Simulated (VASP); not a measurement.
# GaSb (I-4m2) in VASP: a series of runs

Runs on GaSb. Level: r2SCAN. Tasks: single point.

Program: VASP 6.6.1. These are calculated values, not measurements. Logs are shortened: lines on timing, memory, paths and dates and some standing lists are left out, and cuts for length are marked.

**1. The cell of the first run**

The structure is tetragonal, space group I-4m2 (No. 119). Conventional cell: a = 4.994 Å, b = 4.994 Å, c = 4.591 Å, α = 90.00°, β = 90.00°, γ = 90.00°. Ga (site symmetry -4m2) has 4 Sb at 2.75 Å within 3.6 Å. Within 3.6 Å of Sb (site symmetry -4m2) lie 4 Ga at 2.75 Å.

**2. Single point, r2SCAN**

File POSCAR:

```
GaSb
1.0
    0.0000000000      3.5313575445      2.2953824039
    3.5313575445      0.0000000000      2.2953824039
    3.5313575445      3.5313575445      0.0000000000
Ga Sb
1 1
Direct
    0.0000000000      0.0000000000      0.0000000000
    0.7500000000      0.7500000000      0.7500000000
```

File INCAR.step1:

```
ALGO     = Normal         # electronic algorithm
EDIFF    = 1E-4           # SCF threshold, eV
ENCUT    = 520            # plane-wave cutoff, eV
GGA      = PE             # functional
ISMEAR   = 0              # smearing method
LASPH    = True           # aspherical terms in the spheres
LCHARG   = False          # write CHGCAR
LREAL    = False          # projectors in reciprocal space
LWAVE    = True           # write WAVECAR
NBANDS   = 16             # bands
NELM     = 100            # most SCF steps
PREC     = Accurate       # precision mode
SIGMA    = 0.05           # smearing width, eV
```

File INCAR.step2:

```
ALGO     = Normal         # electronic algorithm
EDIFF    = 1E-7           # SCF threshold, eV
ENCUT    = 520            # plane-wave cutoff, eV
ISIF     = 2              # what is computed and relaxed
ISMEAR   = 0              # smearing method
ISTART   = 1            
LASPH    = True           # aspherical terms in the spheres
LCHARG   = False          # write CHGCAR
LMIXTAU  = True         
LREAL    = False          # projectors in reciprocal space
LWAVE    = False          # write WAVECAR
METAGGA  = R2SCAN         # meta-GGA
NBANDS   = 16             # bands
NELM     = 100            # most SCF steps
PREC     = Accurate       # precision mode
SIGMA    = 0.05           # smearing width, eV
```

File KPOINTS:

```
k-points
0
Gamma
  10 10 10
```

Potentials or basis: VASP PAW PBE potentials, release 64 (Ga_d, Sb).

Run with:

```sh
$ cat potpaw_PBE.64/Ga_d/POTCAR potpaw_PBE.64/Sb/POTCAR > POTCAR
$ cp INCAR.step1 INCAR
$ mpirun -np 1 vasp_std > vasp.out
$ cp INCAR.step2 INCAR
$ mpirun -np 1 vasp_std > vasp.out
```

OUTCAR:

```text
EDIFF = 1E-7
   ENCUT = 520
   ISIF = 2
   ISMEAR = 0
   ISTART = 1
   LASPH = True
   LREAL = False
   METAGGA = R2SCAN
   NELM = 100
   PREC = Accurate

 ion  position               nearest neighbor table
   1  0.000  0.000  0.000-   2 2.75   2 2.75   2 2.75   2 2.75
   2  0.750  0.750  0.750-   1 2.75   1 2.75   1 2.75   1 2.75

  LATTYP: Found a body centered tetragonal cell.
 ALAT       =     4.9940937330
 C/A-ratio  =     0.9192388155

  Lattice vectors:

 A1 = (   0.0000000000,  -3.5313575445,  -2.2953824039)
 A2 = (   0.0000000000,   3.5313575445,  -2.2953824039)
 A3 = (   3.5313575445,   0.0000000000,   2.2953824039)

Analysis of symmetry for initial positions (statically):
=====================================================================
 Subroutine PRICEL returns:
 Original cell was already a primitive cell.

 Routine SETGRP: Setting up the symmetry group for a
 body centered tetragonal supercell.

 Subroutine GETGRP returns: Found  8 space group operations
 (whereof  8 operations were pure point group operations)
 out of a pool of 16 trial point group operations.

The static configuration has the point symmetry D_2d.

Analysis of symmetry for dynamics (positions and initial velocities):
=====================================================================
 Subroutine PRICEL returns:
 Original cell was already a primitive cell.

 Routine SETGRP: Setting up the symmetry group for a
 body centered tetragonal supercell.

 Subroutine GETGRP returns: Found  8 space group operations
 (whereof  8 operations were pure point group operations)
 out of a pool of 16 trial point group operations.

The dynamic configuration has the point symmetry D_2d.

 Subroutine INISYM returns: Found  8 space group operations
 (whereof  8 operations are pure point group operations),
 and found     1 'primitive' translations

----------------------------------------------------------------------------------------

                                     Primitive cell

  volume of cell :      57.2491

  direct lattice vectors                    reciprocal lattice vectors
     0.000000000  3.531357545  2.295382404    -0.141588608  0.141588608  0.217828628
     3.531357545  0.000000000  2.295382404     0.141588608 -0.141588608  0.217828628
     3.531357545  3.531357545  0.000000000     0.141588608  0.141588608 -0.217828628

  length of vectors
     4.211800860  4.211800860  4.994093733     0.295878318  0.295878318  0.295878318

  position of ions in fractional coordinates (direct lattice)
     0.000000000  0.000000000  0.000000000
     0.750000000  0.750000000  0.750000000

  ion indices of the primitive-cell ions
   primitive index   ion index
                 1           1
                 2           2

----------------------------------------------------------------------------------------

 KPOINTS: k-points

Automatic generation of k-mesh.
 Grid dimensions read from file:
 generate k-points for:   10   10   10

 Generating k-lattice:

  Cartesian coordinates                     Fractional coordinates (reciprocal lattice)
    -0.014158861  0.014158861  0.021782863     0.100000000  0.000000000  0.000000000
     0.014158861 -0.014158861  0.021782863     0.000000000  0.100000000  0.000000000
     0.014158861  0.014158861 -0.021782863     0.000000000  0.000000000  0.100000000

  Length of vectors
     0.029587832  0.029587832  0.029587832

  Shift w.r.t. Gamma in fractional coordinates (k-lattice)
     0.000000000  0.000000000  0.000000000

 Subroutine IBZKPT returns following result:
 ===========================================

 Found    102 irreducible k-points:

 Following reciprocal coordinates:
            Coordinates               Weight
  0.000000  0.000000  0.000000      1.000000
  0.100000 -0.000000  0.000000      8.000000
  0.200000 -0.000000  0.000000      8.000000
  0.300000 -0.000000  0.000000      8.000000
  0.400000 -0.000000  0.000000      8.000000
  0.500000  0.000000  0.000000      4.000000
[... 16 lines left out ...]
  0.300000  0.300000  0.000000      2.000000
  0.400000  0.300000  0.000000      8.000000
 [... further k-points ...]
   k-points           NKPTS =    102   k-points in BZ     NKDIM =    102   number of bands    NBANDS=     16
   number of dos      NEDOS =    301   number of ions     NIONS =      2
   total plane-waves  NPLWV =  40960
   dimension x,y,z NGX =    32 NGY =   32 NGZ =   40
   dimension x,y,z NGXF=    64 NGYF=   64 NGZF=   80
   ions per type =               1   1
   NGX,Y,Z   is equivalent  to a cutoff of  12.63, 12.63, 13.32 a.u.
   NGXF,Y,Z  is equivalent  to a cutoff of  25.26, 25.26, 26.63 a.u.
 SYSTEM =  unknown system
   PREC   = accura    normal or accurate (medium, high low for compatibility)
   ISTART =      1    job   : 0-new  1-cont  2-samecut
   ICHARG =      0    charge: 1-file 2-atom 10-const
   ISPIN  =      1    spin polarized calculation?
   LNONCOLLINEAR =      F non collinear calculations
   LSORBIT =      F    spin-orbit coupling
   LASPH  =      T    aspherical Exc in radial PAW
   ENCUT  =  520.0 eV  38.22 Ry    6.18 a.u.   7.83  7.83  9.29*2*pi/ulx,y,z
   NELM   =    100;   NELMIN=  2; NELMDL=  0     # of ELM steps
   EDIFF  = 0.1E-06   stopping-criterion for ELM
   LREAL  =      F    real-space projection
   EDIFFG = 0.1E-05   stopping-criterion for IOM
   NSW    =      0    number of steps for IOM
   IBRION =     -1    ionic relax: 0-MD 1-quasi-New 2-CG
   NFREE  =      0    steps in history (QN), initial steepest desc. (CG)
   ISIF   =      2    stress and relaxation
   ISYM   =      2    0-nonsym 1-usesym 2-fastsym
   POTIM  = 0.5000    time-step for ionic-motion
   TEBEG  =    0.0;   TEEND  =   0.0 temperature during run
   PSTRESS=    0.0 pullay stress
   NELECT =      18.0000    total number of electrons
   NUPDOWN=      -1.0000    fix difference up-down
   EMIN   =  10.00;   EMAX   =-10.00  energy-range for DOS
   EFERMI =   0.00;   METHOD = LEGACY
   ISMEAR =     0;   SIGMA  =   0.05  broadening in eV -4-tet -1-fermi 0-gaus
   EFERMI_NEDOS =   21; number of points for ismear=-14 and -15
   IALGO  =     38    algorithm
   IMIX   =      4    mixing-type and parameters
     AMIX     =   0.40;   BMIX     =  1.00
     AMIX_MAG =   1.60;   BMIX_MAG =  1.00
  volume/ion in A,a.u.               =      28.62       193.17
  Fermi-wavevector in a.u.,A,eV,Ry     =   1.113208  2.103657 16.860766  1.239231
  Thomas-Fermi vector in A             =   2.249790
   LORBIT       =      0    0 simple, 1 ext, 2 COOP (PROOUT), +10 PAW based schemes
   METAGGA = R2SCAN    functional components
   LHFCALC =     F    Hartree Fock is set to
   AEXX    =    0.0000 exact exchange contribution
   IVDW    =     0    specifies the selected vdW correction
   LEPSILON=     F    determine dielectric tensor
   LRPA    =     F    only Hartree local field effects (RPA)
 non-spin polarized calculation
 Gauss-broadening in eV      SIGMA  =   0.05
  energy-cutoff  :      520.00
  volume of cell :       57.25
 maximum number of plane-waves:      1564
   NGX = 15   NGY = 15   NGZ = 19

 number of electron      17.9999998 magnetization

 Free energy of the ion-electron system (eV)
  ---------------------------------------------------
  ext. energy  EPLUGINS =         0.00000000
  ---------------------------------------------------
  free energy    TOTEN  =       -37.06715407 eV

  energy without entropy =      -37.06659090  energy(sigma->0) =      -37.06687248

 E-fermi :   4.5922     XC(G=0):  -9.8593

 val. band max:        4.5870384108   @ k =  -0.1000   0.0000   0.1000
 cond. band min:       4.6456174815   @ k =   0.5000   0.3000   0.0000
 fundamental gap:      0.0585790706
 Fermi energy:         4.5922218131

 k-point     1 :       0.0000    0.0000    0.0000
  band No.  band energies     occupation
      1     -10.8254      2.00000
      2     -10.8253      2.00000
      3     -10.8191      2.00000
      4     -10.7846      2.00000
      5     -10.7515      2.00000
      6      -6.9500      2.00000
[... 8 lines left out ...]
     15      11.8279      0.00000
     16      13.0682      0.00000

 k-point     2 :       0.1000   -0.0000    0.0000
  band No.  band energies     occupation
      1     -10.8266      2.00000
      2     -10.8247      2.00000
      3     -10.8177      2.00000
      4     -10.7861      2.00000
      5     -10.7508      2.00000
      6      -6.8356      2.00000
[... 8 lines left out ...]
     15      12.2504      0.00000
     16      12.8656      0.00000

 k-point     3 :       0.2000   -0.0000    0.0000
  band No.  band energies     occupation
      1     -10.8297      2.00000
      2     -10.8231      2.00000
      3     -10.8148      2.00000
      4     -10.7894      2.00000
      5     -10.7487      2.00000
      6      -6.5024      2.00000
[... 8 lines left out ...]
     15      12.3877      0.00000
     16      14.1275      0.00000

 k-point     4 :       0.3000   -0.0000    0.0000
  band No.  band energies     occupation
      1     -10.8343      2.00000
      2     -10.8216      2.00000
      3     -10.8119      2.00000
      4     -10.7923      2.00000
      5     -10.7457      2.00000
      6      -5.9903      2.00000
[... 8 lines left out ...]
     15      13.5265      0.00000
     16      14.7672      0.00000
[... 324 lines left out ...]
 k-point    22 :      -0.2000    0.2000    0.0000
  band No.  band energies     occupation
      1     -10.8325      2.00000
      2     -10.8186      2.00000
      3     -10.8148      2.00000
      4     -10.7895      2.00000
      5     -10.7471      2.00000
      6      -6.0697      2.00000
[... 8 lines left out ...]
     15      11.9376      0.00000
     16      12.4502      0.00000

 k-point    23 :       0.3000    0.3000    0.0000
  band No.  band energies     occupation
      1     -10.8334      2.00000
      2     -10.8153      2.00000
      3     -10.8152      2.00000
      4     -10.8146      2.00000
      5     -10.7396      2.00000
      6      -5.1201      2.00000
[... 8 lines left out ...]
     15      13.3542      0.00000
     16      19.9383      0.00000

 k-point    24 :       0.4000    0.3000    0.0000
  band No.  band energies     occupation
      1     -10.8396      2.00000
      2     -10.8189      2.00000
      3     -10.8123      2.00000
      4     -10.8108      2.00000
      5     -10.7374      2.00000
      6      -4.6293      2.00000
[... 8 lines left out ...]
     15      14.3743      0.00000
     16      18.6484      0.00000

 [... further k-points ...]
[... 5 lines left out ...]
  --------------------------------------------------------------------------------------
  -------------------------------------------------------------------------------------
  Total       -1.6495281     -1.6495281      0.7992462      0.0000000      0.0000000      0.0000000
  in kB      -46.1638332    -46.1638332     22.3677718      0.0000000      0.0000000      0.0000000
  external PRESSURE =     -23.3199648 kB  Pullay stress =       0.0000000 kB

 VOLUME and BASIS-vectors are now :
 -----------------------------------------------------------------------------
  energy-cutoff  :      520.00
  volume of cell :       57.25
      direct lattice vectors                 reciprocal lattice vectors
     0.000000000  3.531357545  2.295382404    -0.141588608  0.141588608  0.217828628
     3.531357545  0.000000000  2.295382404     0.141588608 -0.141588608  0.217828628
     3.531357545  3.531357545  0.000000000     0.141588608  0.141588608 -0.217828628

 POSITION                                       TOTAL-FORCE (eV/Angst)
 -----------------------------------------------------------------------------------
      0.00000      0.00000      0.00000        -0.000000     -0.000000      0.000000
      5.29704      5.29704      3.44307         0.000000      0.000000     -0.000000
 -----------------------------------------------------------------------------------
    total drift:                               -0.000121     -0.000121      0.000433

  FREE ENERGIE OF THE ION-ELECTRON SYSTEM (eV)
  ---------------------------------------------------
  free  energy   TOTEN  =       -37.0671540724 eV

  energy  without entropy=      -37.0665908957  energy(sigma->0) =      -37.06687248
```

It took 3.4 min on 1 thread of Intel Xeon Platinum 8488C (Sapphire Rapids), shared host; peak memory 0.27 GiB.

Results:

- Free energy: -37.0672 eV
- Pressure: -2.3 GPa
- Band gap on the k mesh: zero (band 9 reaches 5.49 eV, above the bottom of band 10 at 3.74 eV)

Caveat: the PAW data sets were made with another functional, which shifts forces and pressure a little; spin-orbit coupling is left out, which moves the levels of the heavy elements.

**3. Single point, r2SCAN**

This run uses another cell than the first one, of the same volume but with other edges.

File POSCAR:

```
GaSb
1.0
    0.0000000000      2.6722826416      4.0084239624
    2.6722826416      0.0000000000      4.0084239624
    2.6722826416      2.6722826416      0.0000000000
Ga Sb
1 1
Direct
    0.0000000000      0.0000000000      0.0000000000
    0.7500000000      0.7500000000      0.7500000000
```

File INCAR.step1:

```
PREC = Accurate
ENCUT = 520
ISMEAR = 0
SIGMA = 0.05
LREAL = False
LASPH = True
NELM = 80
NBANDS = 16
GGA = PE
ALGO = Normal
EDIFF = 1E-4
LWAVE = True
LCHARG = False
```

File INCAR.step2:

```
PREC = Accurate
ENCUT = 520
EDIFF = 1E-6
ISMEAR = 0
SIGMA = 0.05
LREAL = False
LASPH = True
NELM = 80
ALGO = Normal
ISIF = 2
LWAVE = False
LCHARG = False
METAGGA = R2SCAN
LMIXTAU = True
NBANDS = 16
ISTART = 1
```

File KPOINTS:

```
Automatic mesh
0
Gamma
  10 10 10
```

Potentials or basis: VASP PAW PBE potentials, release 64 (Ga_d, Sb).

Run with:

```sh
$ cat potpaw_PBE.64/Ga_d/POTCAR potpaw_PBE.64/Sb/POTCAR > POTCAR
$ cp INCAR.step1 INCAR
$ mpirun -np 1 vasp_std > vasp.out
$ cp INCAR.step2 INCAR
$ mpirun -np 1 vasp_std > vasp.out
```

Wall time 3.3 min (1 thread of Intel Xeon Platinum 8488C (Sapphire Rapids), shared host); peak memory 0.26 GiB.

It converged, with:

```yaml
Free_energy: -36.5966 eV
Pressure: 0.4 GPa
Band_gap_on_the_k_mesh: zero (band 9 reaches 5.90 eV, above the bottom of band 10 at 4.70 eV)
```

Stress tensor (GPa, compression positive):
```
 4.20  0.00  0.00
 0.00  4.20  0.00
 0.00  0.00 -7.34
```

Levels at points of the mesh, in eV from the Fermi level:
```csv
k point,band 7,band 8,band 9,band 10,band 11,band 12
"(0.00, 0.00, 0.00)",-2.76,-1.90,0.83,0.83,3.14,3.14
"(0.50, 0.00, 0.00)",-6.73,-3.10,-1.32,0.70,4.98,5.04
"(0.50, 0.50, 0.00)",-8.31,-0.83,-0.83,3.15,3.45,7.67
"(0.50, 0.00, 0.50)",-6.37,-3.57,-3.07,-0.21,0.49,5.45
```

Caveat: the PAW data sets were made with another functional, which shifts forces and pressure a little; spin-orbit coupling is left out, which moves the levels of the heavy elements.

**4. Single point, r2SCAN**

This run uses another cell than the first one, of the same volume but with other edges.

File POSCAR:

```
GaSb
1.0
    0.0000000000      3.1009093174      2.9768729447
    3.1009093174      0.0000000000      2.9768729447
    3.1009093174      3.1009093174      0.0000000000
Ga Sb
1 1
Direct
    0.0000000000      0.0000000000      0.0000000000
    0.7500000000      0.7500000000      0.7500000000
```

File INCAR.step1:

```
SYSTEM = GaSb
PREC = Accurate ; ENCUT = 520
ISMEAR = 0 ; SIGMA = 0.05
LREAL = .FALSE. ; LASPH = .TRUE.
NELM = 60 ; NBANDS = 16
GGA = PE ; ALGO = Normal
EDIFF = 1E-4 ; LWAVE = .TRUE.
LCHARG = .FALSE.
```

File INCAR.step2:

```
SYSTEM = GaSb
PREC = Accurate ; ENCUT = 520
EDIFF = 1E-7 ; ISMEAR = 0
SIGMA = 0.05 ; LREAL = .FALSE.
LASPH = .TRUE. ; NELM = 60
ALGO = Normal ; ISIF = 2
LWAVE = .FALSE. ; LCHARG = .FALSE.
METAGGA = R2SCAN ; LMIXTAU = .TRUE.
NBANDS = 16 ; ISTART = 1
```

File KPOINTS:

```
regular mesh
0
G
  10 10 10
  0 0 0
```

Run with:

```sh
$ cat potpaw_PBE.64/Ga_d/POTCAR potpaw_PBE.64/Sb/POTCAR > POTCAR
$ cp INCAR.step1 INCAR
$ mpirun -np 1 vasp_std > vasp.out
$ cp INCAR.step2 INCAR
$ mpirun -np 1 vasp_std > vasp.out
```

Run time: 4.5 min. Hardware: 1 thread of Intel Xeon Platinum 8488C (Sapphire Rapids), shared host; peak memory 0.26 GiB.

It converged, with:

```yaml
Free_energy: -37.5950 eV
Pressure: 0.5 GPa
Band_gap_on_the_k_mesh: 0.28 eV, direct
```

Stress tensor (GPa, compression positive):
```
-0.14  0.00  0.00
 0.00 -0.14  0.00
 0.00  0.00  1.73
```

Levels at points of the mesh, in eV from the valence-band top:
| k point | band 6 | band 7 | band 8 | band 9 | band 10 | band 11 | band 12 | band 13 |
| --- | --- | --- | --- | --- | --- | --- | --- | --- |
| (0.00, 0.00, 0.00) | -12.08 | -0.24 | -0.24 | 0.00 | 0.28 | 2.74 | 2.88 | 2.88 |
| (0.50, 0.00, 0.00) | -10.36 | -6.73 | -1.52 | -1.21 | 0.50 | 3.75 | 4.00 | 6.79 |
| (0.50, 0.50, 0.00) | -9.37 | -7.07 | -3.02 | -3.02 | 0.75 | 1.15 | 9.12 | 9.12 |
| (0.50, 0.00, 0.50) | -9.53 | -7.27 | -2.78 | -2.74 | 1.08 | 1.42 | 9.00 | 9.00 |

Caveat: the PAW data sets were made with another functional, which shifts forces and pressure a little; spin-orbit coupling is left out, which moves the levels of the heavy elements. A k mesh can miss the band edges.

**5. The runs side by side**

```tsv
cell	gap on the mesh (eV)	pressure (GPa)
a = 4.212, b = 4.212, c = 4.994 Å, angles 53.6, 53.6, 72.7°, 2 atoms	none	-2.3
a = 4.818, b = 4.818, c = 3.779 Å, angles 66.9, 66.9, 46.2°, 2 atoms	none	0.4
a = 4.299, b = 4.299, c = 4.385 Å, angles 59.3, 59.3, 61.3°, 2 atoms	0.28	0.5
```

Alike in all rows: task single point; level r2SCAN; potentials or basis VASP PAW PBE potentials, release 64 (Ga_d, Sb); no spin polarisation; k mesh 10 × 10 × 10; cutoff (eV) 520; smearing gaussian 0.05 eV.

Caveats: the PAW data sets were made with another functional, which shifts forces and pressure a little; spin-orbit coupling is left out, which moves the levels of the heavy elements.

Absolute energies hang on the potentials; compare differences alone.
